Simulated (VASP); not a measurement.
# InAs (Fm-3m) in VASP: density of states with PBEsol

Aim: the density of states of InAs with PBEsol.

All numbers are computed with VASP 6.6.1; they aren't measurements. Logs are shortened: lines on timing, memory, paths and dates and some standing lists are left out, and cuts for length are marked.

**1. The cell of the first run**

It takes space group Fm-3m (No. 225, cubic). Conventional cell: a = 5.755 Å, b = 5.755 Å, c = 5.755 Å, α = 90.00°, β = 90.00°, γ = 90.00°. In (site symmetry m-3m) has 6 As at 2.88 Å within 3.8 Å. As (site symmetry m-3m) has 6 In at 2.88 Å within 3.8 Å.

**2. Density of states, PBEsol**

POSCAR reads:

```
InAs
1.0
    4.0691220000      0.0000000000      0.0000000000
    2.0345610000      3.5239630231      0.0000000000
    2.0345610000      1.1746543410      3.3224242004
In As
1 1
Direct
    0.5000000000      0.5000000000      0.5000000000
    0.0000000000      0.0000000000      0.0000000000
```

INCAR.step1 reads:

```
  PREC = Accurate
  ENCUT = 400
  EDIFF = 1E-6
  ISMEAR = -1
  SIGMA = 0.1
  LREAL = False
  LASPH = True
  NELM = 120
  ALGO = Normal
  ISIF = 2
  LWAVE = False
  LCHARG = True
  GGA = PS
  NBANDS = 16
  GGA_COMPAT = False
  NEDOS = 2001
  LORBIT = 11
```

KPOINTS.step1 reads:

```
regular mesh
0
Gamma
  6 6 6
```

INCAR.step2 reads:

```
  PREC = Accurate
  ENCUT = 400
  EDIFF = 1E-6
  ISMEAR = -5
  SIGMA = 0.1
  LREAL = False
  LASPH = True
  NELM = 120
  ALGO = Normal
  ISIF = 2
  LWAVE = False
  LCHARG = False
  GGA = PS
  LORBIT = 11
  NEDOS = 2001
  ICHARG = 11
  GGA_COMPAT = False
```

KPOINTS.step2 reads:

```
regular mesh
0
Gamma
  9 9 9
```

Potentials or basis: VASP PAW PBE potentials, release 64 (In_d, As).

On the command line:

```sh
cat potpaw_PBE.64/In_d/POTCAR potpaw_PBE.64/As/POTCAR > POTCAR
cp INCAR.step1 INCAR
cp KPOINTS.step1 KPOINTS
mpirun -np 1 vasp_std > vasp.out
cp INCAR.step2 INCAR
cp KPOINTS.step2 KPOINTS
mpirun -np 1 vasp_std > vasp.out
```

OUTCAR:

```text
PREC = Accurate
   ENCUT = 400
   EDIFF = 1E-6
   ISMEAR = -5
   LREAL = False
   LASPH = True
   NELM = 120
   ISIF = 2
   GGA = PS
   LORBIT = 11
   ICHARG = 11

 ion  position               nearest neighbor table
   1  0.500  0.500  0.500-   2 2.88   2 2.88   2 2.88   2 2.88   2 2.88   2 2.88
   2  0.000  0.000  0.000-   1 2.88   1 2.88   1 2.88   1 2.88   1 2.88   1 2.88

  LATTYP: Found a face centered cubic cell.
 ALAT       =     5.7546075194

  Lattice vectors:

 A1 = (   4.0691220000,   0.0000000000,   0.0000000000)
 A2 = (   2.0345610000,   3.5239630231,   0.0000000000)
 A3 = (   2.0345610000,   1.1746543410,   3.3224242004)

Analysis of symmetry for initial positions (statically):
=====================================================================
 Subroutine PRICEL returns:
 Original cell was already a primitive cell.

 Routine SETGRP: Setting up the symmetry group for a
 face centered cubic supercell.

 Subroutine GETGRP returns: Found 48 space group operations
 (whereof 48 operations were pure point group operations)
 out of a pool of 48 trial point group operations.

The static configuration has the point symmetry O_h .

Analysis of symmetry for dynamics (positions and initial velocities):
=====================================================================
 Subroutine PRICEL returns:
 Original cell was already a primitive cell.

 Routine SETGRP: Setting up the symmetry group for a
 face centered cubic supercell.

 Subroutine GETGRP returns: Found 48 space group operations
 (whereof 48 operations were pure point group operations)
 out of a pool of 48 trial point group operations.

The dynamic configuration has the point symmetry O_h .

 Subroutine INISYM returns: Found 48 space group operations
 (whereof 48 operations are pure point group operations),
 and found     1 'primitive' translations

----------------------------------------------------------------------------------------

                                     Primitive cell

  volume of cell :      47.6417

  direct lattice vectors                    reciprocal lattice vectors
     4.069122000  0.000000000  0.000000000     0.245753261 -0.141885711 -0.100328349
     2.034561000  3.523963023  0.000000000     0.000000000  0.283771423 -0.100328349
     2.034561000  1.174654341  3.322424200     0.000000000  0.000000000  0.300985046

  length of vectors
     4.069122000  4.069122000  4.069122000     0.300985046  0.300985046  0.300985046

  position of ions in fractional coordinates (direct lattice)
     0.500000000  0.500000000  0.500000000
     0.000000000  0.000000000  0.000000000

  ion indices of the primitive-cell ions
   primitive index   ion index
                 1           1
                 2           2

----------------------------------------------------------------------------------------

 KPOINTS: regular mesh

Automatic generation of k-mesh.
 Grid dimensions read from file:
 generate k-points for:    9    9    9

 Generating k-lattice:

  Cartesian coordinates                     Fractional coordinates (reciprocal lattice)
     0.027305918 -0.015765079 -0.011147594     0.111111111 -0.000000000 -0.000000000
     0.000000000  0.031530158 -0.011147594     0.000000000  0.111111111  0.000000000
     0.000000000  0.000000000  0.033442783     0.000000000  0.000000000  0.111111111

  Length of vectors
     0.033442783  0.033442783  0.033442783

  Shift w.r.t. Gamma in fractional coordinates (k-lattice)
     0.000000000  0.000000000  0.000000000

 TETIRR: Found    115 inequivalent tetrahedra from     4374

 Subroutine IBZKPT returns following result:
 ===========================================

 Found     35 irreducible k-points:

 Following reciprocal coordinates:
            Coordinates               Weight
  0.000000  0.000000  0.000000      1.000000
  0.111111 -0.000000  0.000000      8.000000
  0.222222  0.000000  0.000000      8.000000
  0.333333  0.000000  0.000000      8.000000
  0.444444  0.000000  0.000000      8.000000
  0.111111  0.111111 -0.000000      6.000000
[... 16 lines left out ...]
 -0.333333  0.333333 -0.000000     12.000000
  0.444444  0.444444  0.000000      6.000000
 [... further k-points ...]
   k-points           NKPTS =     35   k-points in BZ     NKDIM =     35   number of bands    NBANDS=     13
   number of dos      NEDOS =   2001   number of ions     NIONS =      2
   total plane-waves  NPLWV =  21952
   dimension x,y,z NGX =    28 NGY =   28 NGZ =   28
   dimension x,y,z NGXF=    56 NGYF=   56 NGZF=   56
   ions per type =               1   1
   NGX,Y,Z   is equivalent  to a cutoff of  11.44, 11.44, 11.44 a.u.
   NGXF,Y,Z  is equivalent  to a cutoff of  22.88, 22.88, 22.88 a.u.
 SYSTEM =  unknown system
   PREC   = accura    normal or accurate (medium, high low for compatibility)
   ISTART =      0    job   : 0-new  1-cont  2-samecut
   ICHARG =     11    charge: 1-file 2-atom 10-const
   ISPIN  =      1    spin polarized calculation?
   LNONCOLLINEAR =      F non collinear calculations
   LSORBIT =      F    spin-orbit coupling
   LASPH  =      T    aspherical Exc in radial PAW
   ENCUT  =  400.0 eV  29.40 Ry    5.42 a.u.   6.64  6.64  6.64*2*pi/ulx,y,z
   NELM   =    120;   NELMIN=  2; NELMDL=  0     # of ELM steps
   EDIFF  = 0.1E-05   stopping-criterion for ELM
   LREAL  =      F    real-space projection
   EDIFFG = 0.1E-04   stopping-criterion for IOM
   NSW    =      0    number of steps for IOM
   IBRION =     -1    ionic relax: 0-MD 1-quasi-New 2-CG
   NFREE  =      0    steps in history (QN), initial steepest desc. (CG)
   ISIF   =      2    stress and relaxation
   ISYM   =      2    0-nonsym 1-usesym 2-fastsym
   POTIM  = 0.5000    time-step for ionic-motion
   TEBEG  =    0.0;   TEEND  =   0.0 temperature during run
   PSTRESS=    0.0 pullay stress
   NELECT =      18.0000    total number of electrons
   NUPDOWN=      -1.0000    fix difference up-down
   EMIN   =  10.00;   EMAX   =-10.00  energy-range for DOS
   EFERMI =   0.00;   METHOD = LEGACY
   ISMEAR =    -5;   SIGMA  =   0.10  broadening in eV -4-tet -1-fermi 0-gaus
   EFERMI_NEDOS =   21; number of points for ismear=-14 and -15
   IALGO  =     38    algorithm
   IMIX   =      4    mixing-type and parameters
     AMIX     =   0.40;   BMIX     =  1.00
     AMIX_MAG =   1.60;   BMIX_MAG =  1.00
  volume/ion in A,a.u.               =      23.82       160.75
  Fermi-wavevector in a.u.,A,eV,Ry     =   1.183505  2.236499 19.057451  1.400683
  Thomas-Fermi vector in A             =   2.319738
   LORBIT       =     11    0 simple, 1 ext, 2 COOP (PROOUT), +10 PAW based schemes
   GGA     = PS    functional components
   LHFCALC =     F    Hartree Fock is set to
   AEXX    =    0.0000 exact exchange contribution
   IVDW    =     0    specifies the selected vdW correction
   LEPSILON=     F    determine dielectric tensor
   LRPA    =     F    only Hartree local field effects (RPA)
 non-spin polarized calculation
 Fermi weights with tetrahedron method with Bloechl corrections
  energy-cutoff  :      400.00
  volume of cell :       47.64
 maximum number of plane-waves:       893

 number of electron      18.0000007 magnetization

 Free energy of the ion-electron system (eV)
  ---------------------------------------------------
  ext. energy  EPLUGINS =         0.00000000
  ---------------------------------------------------
  free energy    TOTEN  =        -8.19634648 eV

  energy without entropy =       -8.19634648  energy(sigma->0) =       -8.19634648

 E-fermi :   5.6948     XC(G=0): -10.2485

 val. band max:        5.9557371095   @ k =   0.4444   0.0000   0.0000
 cond. band min:       5.4694748688   @ k =  -0.4444   0.3333  -0.0000
 fundamental gap:     -0.4862622407
 Fermi energy:         5.6947876277

 k-point     1 :       0.0000    0.0000    0.0000
  band No.  band energies     occupation
      1      -8.4508      2.00000
      2      -8.4508      2.00000
      3      -8.4269      2.00000
      4      -8.4269      2.00000
      5      -8.4269      2.00000
      6      -6.3290      2.00000
      7       5.0676      2.00000
      8       5.5911      2.00000
      9       5.5911      2.00000
     10       5.5911      0.01263
     11      12.9223      0.00000
     12      12.9223      0.00000
     13      12.9225      0.00000

 k-point     2 :       0.1111   -0.0000    0.0000
  band No.  band energies     occupation
      1      -8.4556      2.00000
      2      -8.4556      2.00000
      3      -8.4271      2.00000
      4      -8.4214      2.00000
      5      -8.4214      2.00000
      6      -6.1955      2.00000
      7       3.5999      2.00000
      8       5.6125      2.00000
      9       5.6125      1.76766
     10       6.8411     -0.00035
     11      11.8369      0.00000
     12      12.1639      0.00000
     13      12.1639      0.00000

 k-point     3 :       0.2222    0.0000    0.0000
  band No.  band energies     occupation
      1      -8.4701      2.00000
      2      -8.4701      2.00000
      3      -8.4283      2.00000
      4      -8.4053      2.00000
      5      -8.4053      2.00000
      6      -5.8110      2.00000
      7       1.9014      2.00000
      8       5.6879      1.96093
      9       5.6879      1.05337
     10       7.7568      0.00000
     11      10.8314      0.00000
     12      10.8314      0.00000
     13      10.9114      0.00000
[... 305 lines left out ...]
 k-point    23 :      -0.3333    0.3333   -0.0000
  band No.  band energies     occupation
      1      -8.6124      2.00000
      2      -8.4651      2.00000
      3      -8.4203      2.00000
      4      -8.3872      2.00000
      5      -8.3651      2.00000
      6      -4.0148      2.00000
      7       0.2969      2.00000
      8       1.9901      2.00000
      9       4.6502      2.00000
     10       6.2870     -0.01740
     11      11.4312      0.00000
     12      11.4573      0.00000
     13      13.5241      0.00000

 k-point    24 :       0.4444    0.4444    0.0000
  band No.  band energies     occupation
      1      -8.7091      2.00000
      2      -8.4634      2.00000
      3      -8.4183      2.00000
      4      -8.3493      2.00000
      5      -8.3493      2.00000
      6      -3.9057      2.00000
      7       1.1351      2.00000
      8       3.0244      2.00000
      9       3.5957      2.00000
     10       3.5957      2.00000
     11       9.6326      0.00000
     12      14.7725      0.00000
     13      14.7756      0.00000

 [... further k-points ...]
[... 5 lines left out ...]
  --------------------------------------------------------------------------------------
  -------------------------------------------------------------------------------------
  Total       -1.5550909     -1.5550909     -1.5550909     -0.0000000      0.0000000     -0.0000000
  in kB      -52.2972946    -52.2972946    -52.2972947     -0.0000000      0.0000000     -0.0000000
  external PRESSURE =     -52.2972947 kB  Pullay stress =       0.0000000 kB

 VOLUME and BASIS-vectors are now :
 -----------------------------------------------------------------------------
  energy-cutoff  :      400.00
  volume of cell :       47.64
      direct lattice vectors                 reciprocal lattice vectors
     4.069122000  0.000000000  0.000000000     0.245753261 -0.141885711 -0.100328349
     2.034561000  3.523963023  0.000000000     0.000000000  0.283771423 -0.100328349
     2.034561000  1.174654341  3.322424200     0.000000000  0.000000000  0.300985046

 POSITION                                       TOTAL-FORCE (eV/Angst)
 -----------------------------------------------------------------------------------
      4.06912      2.34931      1.66121         0.000000     -0.000000      0.000000
      0.00000      0.00000      0.00000        -0.000000      0.000000      0.000000
 -----------------------------------------------------------------------------------
    total drift:                                0.000000      0.000000      0.000000

  FREE ENERGIE OF THE ION-ELECTRON SYSTEM (eV)
  ---------------------------------------------------
  free  energy   TOTEN  =        -8.1963464761 eV

  energy  without entropy=       -8.1963464761  energy(sigma->0) =       -8.19634648

 total charge

# of ion       s       p       d       tot
------------------------------------------
    1        0.864   0.556   9.881  11.300
    2        1.267   1.439   0.022   2.729
--------------------------------------------------
tot          2.131   1.995   9.903  14.029
```

Run time: 20 s. Hardware: 1 thread of Intel Xeon 6975P-C, shared host; peak memory 0.15 GiB.

Results:

* Valence electrons inside the program's atomic spheres: In 11.30; As 2.73

Caveat: the PAW data sets were made with another functional, which shifts forces and pressure a little; spin-orbit coupling is left out, which moves the levels of the heavy elements; tetrahedron occupations give inexact forces and stress in metals.
